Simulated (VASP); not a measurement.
# SnO2 (Amm2) in VASP: a series of runs

The runs below take SnO2 through single point, with PBE.

All numbers are computed with VASP 6.6.1; they aren't measurements. Logs are shortened: lines on timing, memory, paths and dates and some standing lists are left out, and cuts for length are marked.

### Step 1. The cell of the first run

Symmetry: Amm2, No. 38, orthorhombic system. Conventional cell: a = 3.238 Å, b = 6.827 Å, c = 6.827 Å, α = 90.00°, β = 90.00°, γ = 90.00°. Within 2.2 Å of Sn (site symmetry mm2) lie 5 O at 1.59 to 2.15 Å. Within 2.5 Å of Sn (site symmetry mm2) lie 6 O at 1.81 to 2.44 Å. Within 2.1 Å of O (site symmetry mm2) lie 1 Sn at 1.59 Å. Within 2.8 Å of O (site symmetry m) lie 3 Sn at 2.15 Å and 1 O at 2.64 Å. Within 2.4 Å of O (site symmetry mm2) lie 2 Sn at 1.81 Å.

### Step 2. Single point, PBE

File INCAR:

```
SYSTEM = SnO2
ALGO = Normal
EDIFF = 1E-6
ENCUT = 520
GGA = PE
ISIF = 2
ISMEAR = 0
LASPH = .True.
LCHARG = .True.
LELF = .True.
LREAL = .False.
LVHAR = .True.
LWAVE = .False.
NBANDS = 35
NELM = 60
PREC = Accurate
SIGMA = 0.05
```

File KPOINTS:

```
k-points
0
Gamma
  6 6 8
  0 0 0
```

File POSCAR:

```
SnO2
1.0
    4.8277049966      0.0000000000      0.0000000000
    0.0000000000      4.8277049966      0.0000000000
    0.0000000000      0.0000000000      3.2379909407
Sn O
2 4
Direct
    0.0000000000      0.0000000000      0.0000000000
    0.5000000000      0.5000000000      0.5000000000
    0.2333708293      0.2333708293      0.0000000000
    0.1201606559      0.7333708293      0.5000000000
    0.6201606559      0.6201606559      0.0000000000
    0.7333708293      0.1201606559      0.5000000000
```

Potentials or basis: VASP PAW PBE potentials, release 64 (Sn_d, O).

On the command line:

```sh
cat potpaw_PBE.64/Sn_d/POTCAR potpaw_PBE.64/O/POTCAR > POTCAR
mpirun -np 1 vasp_std > vasp.out
```

OUTCAR:

```text
SYSTEM = SnO2
   EDIFF = 1E-6
   ENCUT = 520
   GGA = PE
   ISIF = 2
   ISMEAR = 0
   LASPH = .True.
   LREAL = .False.
   NELM = 60
   PREC = Accurate

 ion  position               nearest neighbor table
   1  0.000  0.000  0.000-   3 1.59   4 2.15   6 2.15   4 2.15   6 2.15   5 2.59
   2  0.500  0.500  0.500-   5 1.81   5 1.81   6 2.15   4 2.15   3 2.44   3 2.44
   3  0.233  0.233  0.000-   1 1.59   2 2.44   2 2.44
   4  0.120  0.733  0.500-   1 2.15   1 2.15   2 2.15
   5  0.620  0.620  0.000-   2 1.81   2 1.81   1 2.59
   6  0.733  0.120  0.500-   1 2.15   1 2.15   2 2.15

  LATTYP: Found a simple tetragonal cell.
 ALAT       =     4.8277049966
 C/A-ratio  =     0.6707101911

  Lattice vectors:

 A1 = (   4.8277049966,   0.0000000000,   0.0000000000)
 A2 = (   0.0000000000,   4.8277049966,   0.0000000000)
 A3 = (   0.0000000000,   0.0000000000,   3.2379909407)

Analysis of symmetry for initial positions (statically):
=====================================================================
 Subroutine PRICEL returns:
 Original cell was already a primitive cell.

 Routine SETGRP: Setting up the symmetry group for a
 simple tetragonal supercell.

 Subroutine GETGRP returns: Found  4 space group operations
 (whereof  4 operations were pure point group operations)
 out of a pool of 16 trial point group operations.

The static configuration has the point symmetry C_2v.

Analysis of symmetry for dynamics (positions and initial velocities):
=====================================================================
 Subroutine PRICEL returns:
 Original cell was already a primitive cell.

 Routine SETGRP: Setting up the symmetry group for a
 simple tetragonal supercell.

 Subroutine GETGRP returns: Found  4 space group operations
 (whereof  4 operations were pure point group operations)
 out of a pool of 16 trial point group operations.

The dynamic configuration has the point symmetry C_2v.

 Subroutine INISYM returns: Found  4 space group operations
 (whereof  4 operations are pure point group operations),
 and found     1 'primitive' translations

----------------------------------------------------------------------------------------

                                     Primitive cell

  volume of cell :      75.4670

  direct lattice vectors                    reciprocal lattice vectors
     4.827704997  0.000000000  0.000000000     0.207137760  0.000000000  0.000000000
     0.000000000  4.827704997  0.000000000     0.000000000  0.207137760  0.000000000
     0.000000000  0.000000000  3.237990941     0.000000000  0.000000000  0.308833477

  length of vectors
     4.827704997  4.827704997  3.237990941     0.207137760  0.207137760  0.308833477

  position of ions in fractional coordinates (direct lattice)
     0.000000000  0.000000000  0.000000000
     0.500000000  0.500000000  0.500000000
     0.233370829  0.233370829  0.000000000
     0.120160656  0.733370829  0.500000000
     0.620160656  0.620160656  0.000000000
     0.733370829  0.120160656  0.500000000

  ion indices of the primitive-cell ions
   primitive index   ion index
                 1           1
                 2           2
                 3           3
                 4           4
                 5           5
                 6           6

----------------------------------------------------------------------------------------

 KPOINTS: k-points

Automatic generation of k-mesh.
 Grid dimensions read from file:
 generate k-points for:    6    6    8

 Generating k-lattice:

  Cartesian coordinates                     Fractional coordinates (reciprocal lattice)
     0.034522960  0.000000000  0.000000000     0.166666667  0.000000000  0.000000000
     0.000000000  0.034522960  0.000000000     0.000000000  0.166666667  0.000000000
     0.000000000  0.000000000  0.038604185     0.000000000  0.000000000  0.125000000

  Length of vectors
     0.034522960  0.034522960  0.038604185

  Shift w.r.t. Gamma in fractional coordinates (k-lattice)
     0.000000000  0.000000000  0.000000000

 Subroutine IBZKPT returns following result:
 ===========================================

 Found     65 irreducible k-points:

 Following reciprocal coordinates:
            Coordinates               Weight
  0.000000  0.000000  0.000000      1.000000
  0.166667  0.000000  0.000000      4.000000
  0.333333  0.000000  0.000000      4.000000
  0.500000  0.000000  0.000000      2.000000
  0.166667  0.166667  0.000000      2.000000
 -0.166667  0.166667  0.000000      2.000000
[... 16 lines left out ...]
  0.333333  0.333333  0.125000      4.000000
 -0.333333  0.333333  0.125000      4.000000
 [... further k-points ...]
   k-points           NKPTS =     65   k-points in BZ     NKDIM =     65   number of bands    NBANDS=     35
   number of dos      NEDOS =    301   number of ions     NIONS =      6
   total plane-waves  NPLWV =  31104
   dimension x,y,z NGX =    36 NGY =   36 NGZ =   24
   dimension x,y,z NGXF=    72 NGYF=   72 NGZF=   48
   ions per type =               2   4
   NGX,Y,Z   is equivalent  to a cutoff of  12.40, 12.40, 12.32 a.u.
   NGXF,Y,Z  is equivalent  to a cutoff of  24.79, 24.79, 24.64 a.u.
 SYSTEM =  SnO2
   PREC   = accura    normal or accurate (medium, high low for compatibility)
   ISTART =      0    job   : 0-new  1-cont  2-samecut
   ICHARG =      2    charge: 1-file 2-atom 10-const
   ISPIN  =      1    spin polarized calculation?
   LNONCOLLINEAR =      F non collinear calculations
   LSORBIT =      F    spin-orbit coupling
   LASPH  =      T    aspherical Exc in radial PAW
   ENCUT  =  520.0 eV  38.22 Ry    6.18 a.u.   8.98  8.98  6.02*2*pi/ulx,y,z
   NELM   =     60;   NELMIN=  2; NELMDL= -5     # of ELM steps
   EDIFF  = 0.1E-05   stopping-criterion for ELM
   LREAL  =      F    real-space projection
[... 7 lines left out ...]
   TEBEG  =    0.0;   TEEND  =   0.0 temperature during run
   PSTRESS=    0.0 pullay stress
   NELECT =      52.0000    total number of electrons
   NUPDOWN=      -1.0000    fix difference up-down
   EMIN   =  10.00;   EMAX   =-10.00  energy-range for DOS
   EFERMI =   0.00;   METHOD = LEGACY
   ISMEAR =     0;   SIGMA  =   0.05  broadening in eV -4-tet -1-fermi 0-gaus
   EFERMI_NEDOS =   21; number of points for ismear=-14 and -15
   IALGO  =     38    algorithm
   IMIX   =      4    mixing-type and parameters
     AMIX     =   0.40;   BMIX     =  1.00
     AMIX_MAG =   1.60;   BMIX_MAG =  1.00
  volume/ion in A,a.u.               =      12.58        84.88
  Fermi-wavevector in a.u.,A,eV,Ry     =   1.445962  2.732472 28.447149  2.090806
  Thomas-Fermi vector in A             =   2.564085
   LORBIT       =      0    0 simple, 1 ext, 2 COOP (PROOUT), +10 PAW based schemes
   GGA     = PE    functional components
   LHFCALC =     F    Hartree Fock is set to
   AEXX    =    0.0000 exact exchange contribution
   IVDW    =     0    specifies the selected vdW correction
   LEPSILON=     F    determine dielectric tensor
   LRPA    =     F    only Hartree local field effects (RPA)
 non-spin polarized calculation
 Gauss-broadening in eV      SIGMA  =   0.05
  energy-cutoff  :      520.00
  volume of cell :       75.47
 maximum number of plane-waves:      2068
   NGX = 17   NGY = 17   NGZ = 13

 number of electron      52.0000019 magnetization

 Free energy of the ion-electron system (eV)
  ---------------------------------------------------
  ext. energy  EPLUGINS =         0.00000000
  ---------------------------------------------------
  free energy    TOTEN  =       -32.72866163 eV

  energy without entropy =      -32.72866163  energy(sigma->0) =      -32.72866163

 E-fermi :   5.6398     XC(G=0): -10.9437

 val. band max:        5.3301825507   @ k =   0.0000   0.0000   0.0000
 cond. band min:       6.3688649280   @ k =   0.0000   0.0000   0.0000
 fundamental gap:      1.0386823773
 Fermi energy:         5.6397821483

 k-point     1 :       0.0000    0.0000    0.0000
  band No.  band energies     occupation
      1     -16.6853      2.00000
      2     -16.3970      2.00000
      3     -15.1546      2.00000
      4     -14.9633      2.00000
      5     -14.8801      2.00000
      6     -14.6609      2.00000
[... 27 lines left out ...]
     34      17.0131      0.00000
     35      17.6630      0.00000

 k-point     2 :       0.1667    0.0000    0.0000
  band No.  band energies     occupation
      1     -16.6678      2.00000
      2     -16.4172      2.00000
      3     -15.1544      2.00000
      4     -14.9690      2.00000
      5     -14.8774      2.00000
      6     -14.6606      2.00000
[... 27 lines left out ...]
     34      17.1853      0.00000
     35      17.6367      0.00000

 k-point     3 :       0.3333    0.0000    0.0000
  band No.  band energies     occupation
      1     -16.6194      2.00000
      2     -16.4708      2.00000
      3     -15.1541      2.00000
      4     -14.9799      2.00000
      5     -14.8726      2.00000
      6     -14.6599      2.00000
[... 27 lines left out ...]
     34      17.4858      0.00000
     35      17.8478      0.00000

 k-point     4 :       0.5000    0.0000    0.0000
  band No.  band energies     occupation
      1     -16.5673      2.00000
      2     -16.5255      2.00000
      3     -15.1539      2.00000
      4     -14.9851      2.00000
      5     -14.8703      2.00000
      6     -14.6596      2.00000
[... 27 lines left out ...]
     34      17.8072      0.00000
     35      17.8624      0.00000

 k-point     5 :       0.1667    0.1667    0.0000
  band No.  band energies     occupation
      1     -16.6261      2.00000
      2     -16.4623      2.00000
      3     -15.1539      2.00000
      4     -14.9793      2.00000
      5     -14.8748      2.00000
      6     -14.6612      2.00000
[... 638 lines left out ...]
 k-point    22 :       0.5000    0.1667    0.1250
  band No.  band energies     occupation
      1     -16.5673      2.00000
      2     -16.4432      2.00000
      3     -15.1728      2.00000
      4     -14.9912      2.00000
      5     -14.8657      2.00000
      6     -14.6786      2.00000
[... 27 lines left out ...]
     34      17.6334      0.00000
     35      18.2659      0.00000

 k-point    23 :       0.3333    0.3333    0.1250
  band No.  band energies     occupation
      1     -16.5635      2.00000
      2     -16.4501      2.00000
      3     -15.1745      2.00000
      4     -14.9968      2.00000
      5     -14.8647      2.00000
      6     -14.6796      2.00000
[... 27 lines left out ...]
     34      17.5277      0.00000
     35      17.8628      0.00000

 k-point    24 :      -0.3333    0.3333    0.1250
  band No.  band energies     occupation
      1     -16.6166      2.00000
      2     -16.3957      2.00000
      3     -15.1765      2.00000
      4     -14.9965      2.00000
      5     -14.8632      2.00000
      6     -14.6786      2.00000
[... 27 lines left out ...]
     34      18.0078      0.00000
     35      18.1952      0.00000

 [... further k-points ...]
[... 5 lines left out ...]
  --------------------------------------------------------------------------------------
  -------------------------------------------------------------------------------------
  Total       13.5172461     13.5172461     11.6609243     16.7144421      0.0000000      0.0000000
  in kB      286.9734547    286.9734547    247.5634240    354.8504747      0.0000000      0.0000000
  external PRESSURE =     273.8367778 kB  Pullay stress =       0.0000000 kB

 VOLUME and BASIS-vectors are now :
 -----------------------------------------------------------------------------
  energy-cutoff  :      520.00
  volume of cell :       75.47
      direct lattice vectors                 reciprocal lattice vectors
     4.827704997  0.000000000  0.000000000     0.207137760  0.000000000  0.000000000
     0.000000000  4.827704997  0.000000000     0.000000000  0.207137760  0.000000000
     0.000000000  0.000000000  3.237990941     0.000000000  0.000000000  0.308833477

 POSITION                                       TOTAL-FORCE (eV/Angst)
 -----------------------------------------------------------------------------------
      0.00000      0.00000      0.00000       -12.748740    -12.748740      0.000000
      2.41385      2.41385      1.61900        -4.490864     -4.490864      0.000000
      1.12665      1.12665      0.00000        13.282548     13.282548      0.000000
      0.58010      3.54050      1.61900         0.372702     -0.017465      0.000000
      2.99395      2.99395      0.00000         3.601819      3.601819      0.000000
      3.54050      0.58010      1.61900        -0.017465      0.372702      0.000000
 -----------------------------------------------------------------------------------
    total drift:                               -0.001902     -0.001902     -0.000011

  FREE ENERGIE OF THE ION-ELECTRON SYSTEM (eV)
  ---------------------------------------------------
  free  energy   TOTEN  =       -32.7286616308 eV

  energy  without entropy=      -32.7286616308  energy(sigma->0) =      -32.72866163
```

Run time: 4.1 min. Hardware: 1 thread of Intel Xeon 8259CL, shared host; peak memory 0.27 GiB.

What came out:

| Property | Result |
| --- | --- |
| Free energy | -32.7287 eV |
| Pressure | 27.4 GPa |
| Largest force | 18.784 eV/Å |
| Band gap on the k mesh | 1.04 eV |

Forces on the atoms (eV/Å):
```
Sn  -12.749 -12.749   0.000
Sn   -4.491  -4.491   0.000
O    13.283  13.283   0.000
O     0.373  -0.017   0.000
O     3.602   3.602   0.000
O    -0.017   0.373   0.000
```

Levels at points of the mesh, in eV from the valence-band top:
```
           k point  band 23  band 24  band 25  band 26  band 27  band 28  band 29  band 30
(0.00, 0.00, 0.00)    -0.70    -0.62    -0.19     0.00     1.04     4.91     6.81     6.93
(0.50, 0.00, 0.00)    -0.94    -0.63    -0.62    -0.24     3.89     4.04     6.76     7.33
(0.50, 0.50, 0.00)    -1.17    -0.98    -0.88    -0.72     4.02     4.46     7.27     7.51
(0.00, 0.00, 0.50)    -2.02    -1.20    -1.09    -0.90     5.28     5.70     8.56     9.33
(0.50, 0.00, 0.50)    -1.14    -0.73    -0.66    -0.45     5.41     5.69     7.56     8.96
(0.50, 0.50, 0.50)    -1.52    -0.70    -0.39    -0.39     3.99     4.86     7.98     9.07
```

Caveat: the cell differs from its parent crystal (all O atoms moved -0.500 Å, as atom 3 towards its neighbour atom 5 (O) at 2.641 Å); the cell stands under pressure; spin-orbit coupling is left out, which moves the levels of the heavy elements; forces of over 1 eV/Å act on the atoms, so gaps and moduli don't describe the material at rest.

[end of part 1 of 2]
